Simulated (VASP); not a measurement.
A run of VASP 6.6.1:

File INCAR:

```
SYSTEM = Ge
PREC = Accurate
ENCUT = 520
EDIFF = 1E-6
ISMEAR = 0
SIGMA = 0.15
LREAL = .FALSE.
LASPH = .TRUE.
NELM = 80
ALGO = Normal
ISIF = 2
LWAVE = .FALSE.
LCHARG = .FALSE.
GGA = PE
NBANDS = 21
```

KPOINTS

```
Automatic mesh
0
G
  14 14 14
  0 0 0
```

File POSCAR:

```
Ge
1.0
    0.0000000000      2.8167944053      2.6508852148
    2.8167944053      0.0000000000      2.6508852148
    2.8167944053      2.8167944053      0.0000000000
Ge
2
Direct
    0.5000000000      0.5000000000      0.5000000000
    0.7500000000      0.7500000000      0.7500000000
```

Potentials or basis: VASP PAW PBE potentials, release 64 (Ge_d).

The run is started by

```console
$ cat potpaw_PBE.64/Ge_d/POTCAR > POTCAR
$ mpirun -np 1 vasp_std > vasp.out
```

Hardware: 1 thread of AMD EPYC 7R43 64-Core Processor (Zen 3), on a shared host.

Task: How long does it take, and how much memory?

Result: It took 3.4 min on 1 thread of AMD EPYC 7R43 64-Core Processor (Zen 3), with other jobs on the host, peak memory 0.25 GiB. Counts: scf iterations 12, k points 244.
